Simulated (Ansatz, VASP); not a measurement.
## Two plane-wave programs on Re

```xyz
1
Lattice="-1.5426 1.5426 1.5426 1.5426 -1.5426 1.5426 1.5426 1.5426 -1.5426" Properties=species:S:1:pos:R:3 pbc="T T T"
Re    0.0000    0.0000    0.0000
```

Alike in both runs: functional PBEsol; k mesh 17 × 17 × 17; occupations fermi-dirac, width 0.1 eV; no spin polarisation.

Ansatz relaxed the structure, and its values are those at the end. VASP's run is a single point on that final structure, the one shown.

```csv
,VASP,Ansatz
version,VASP 6.6.1,Ansatz 0.2.0
potentials or method,"VASP PAW PBE potentials, release 64 (Re)","PAW with Ansatz's default frozen-core files, scalar-relativistic"
plane-wave cutoff (eV),520,420
valence electrons in the cell,7,15
```

```tsv
	VASP	Ansatz	Ansatz less VASP
pressure (GPa)	0.0	0.0	-0.02
```

VASP's potentials were made for PBE, not for PBEsol. VASP's potentials hold 7 valence electrons a cell and Ansatz's 15, so a difference there can come from the potentials and not from the codes.

Spin-orbit coupling is off throughout.
